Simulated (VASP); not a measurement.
Write the native input for VASP 6.6.1 that does the following.

* Task: single point
* Functional: PBEsol
* Potentials or basis: VASP PAW PBE potentials, release 64 (In_d, As)
* Cutoff: 520 eV
* k mesh: 12 × 12 × 12
* Occupations: gaussian, width 0.1 eV
* Spin: no spin polarisation
* Dipole correction: no
* Further INCAR settings: ALGO = Normal; EDIFF = 1e-06; NBANDS = 16

The structure of InAs lies in POSCAR:

```
InAs
1.0
    0.0000000000      2.9817521688      2.9817521688
    2.9817521688      0.0000000000      2.9817521688
    2.9817521688      2.9817521688      0.0000000000
In As
1 1
Direct
    0.0000000000      0.0000000000      0.0000000000
    0.2500000000      0.2500000000      0.2500000000
```

The input as run:

INCAR

```
ALGO = Normal
EDIFF = 1E-6
ENCUT = 520
GGA = PS
ISIF = 2
ISMEAR = 0
LASPH = True
LCHARG = True
LELF = True
LREAL = False
LVHAR = True
LWAVE = False
NBANDS = 16
NELM = 100
PREC = Accurate
SIGMA = 0.1
```

KPOINTS

```
k-points
0
Gamma
  12 12 12
```

Potentials or basis: VASP PAW PBE potentials, release 64 (In_d, As).

Command:

```console
$ cat potpaw_PBE.64/In_d/POTCAR potpaw_PBE.64/As/POTCAR > POTCAR
$ mpirun -np 1 vasp_std > vasp.out
```

Results of the run:

```json
{"Pressure": "4.1 GPa", "Band gap on the k mesh": "zero (filled and empty bands touch)"}
```

Caveat: the cell stands under pressure; semilocal functionals underestimate gaps, so a narrow gap can read as zero; the PAW data sets were made with another functional, which shifts forces and pressure a little; spin-orbit coupling is left out, which moves the levels of the heavy elements.

Run time: 34 s on 1 thread of Intel Xeon 6455B, with other jobs on the host, peak memory 0.22 GiB.
